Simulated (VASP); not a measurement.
Set up this calculation in VASP 6.6.1, as the native input.

```yaml
Task: relaxation of cell and atoms
Functional: PBEsol
Potentials_or_basis: VASP PAW PBE potentials, release 64 (Hf_pv, C)
Cutoff: 600 eV
k_mesh: 12 × 12 × 3
Occupations: gaussian, width 0.1 eV
Spin: no spin polarisation
Dipole_correction: no
Further_INCAR_settings: ALGO = Normal; EDIFF = 1e-06; IBRION = 2; EDIFFG = -0.01; NSW = 65; ISIF = 3
```

The structure of HfC lies in POSCAR:

```
HfC
1.0
    3.2582291144      0.0000000000      0.0000000000
   -1.6291145572      2.8217091844      0.0000000000
    0.0000000000      0.0000000000     15.9576747112
Hf C
6 6
Direct
    0.0000000000      0.0000000000      0.0000000000
    0.3333333333      0.6666666667      0.1666666667
    0.6666666667      0.3333333333      0.3333333333
    0.0000000000      0.0000000000      0.5000000000
    0.6666666667      0.3333333333      0.6666666667
    0.3333333333      0.6666666667      0.8333333333
    0.6666666667      0.3333333333      0.0833333333
    0.0000000000      0.0000000000      0.2500000000
    0.3333333333      0.6666666667      0.4166666667
    0.3333333333      0.6666666667      0.5833333333
    0.0000000000      0.0000000000      0.7500000000
    0.6666666667      0.3333333333      0.9166666667
```

One way to write it, as run:

INCAR

```
PREC = Accurate
ENCUT = 600
EDIFF = 1E-6
ISMEAR = 0
SIGMA = 0.1
LREAL = False
LASPH = True
NELM = 60
ALGO = Normal
ISIF = 3
LWAVE = False
LCHARG = False
GGA = PS
IBRION = 2
NSW = 65
EDIFFG = -0.01
```

KPOINTS

```
Automatic mesh
0
Gamma
  12 12 3
```

Potentials or basis: VASP PAW PBE potentials, release 64 (Hf_pv, C).

The run is started by

```sh
$ cat potpaw_PBE.64/Hf_pv/POTCAR potpaw_PBE.64/C/POTCAR > POTCAR
$ mpirun -np 1 vasp_std > vasp.out
```

It gave:

The relaxed volume is 12.21 Å³/atom and the relaxed cell is a = 3.262 Å, b = 3.262 Å, c = 15.898 Å, α = 90.00°, β = 90.00°, γ = 120.00°. The space group after relaxing (to 0.05 Å) is P6_3/mmc (No. 194). The energy gained by relaxing is 1.7 meV/atom, the ionic steps are 7 and the pressure after relaxing is 0.0 GPa. The largest force after relaxing is 0.007 eV/Å and the band gap on the k mesh is zero (band 42 reaches 7.39 eV, above the bottom of band 43 at 5.88 eV).

Caveat: the PAW data sets were made with another functional, which shifts forces and pressure a little; spin-orbit coupling is left out, which moves the levels of the heavy elements.

Run time: 18 min on 1 thread of AMD EPYC 7R13 Processor (Zen 3) (shared host), peak memory 0.46 GiB.
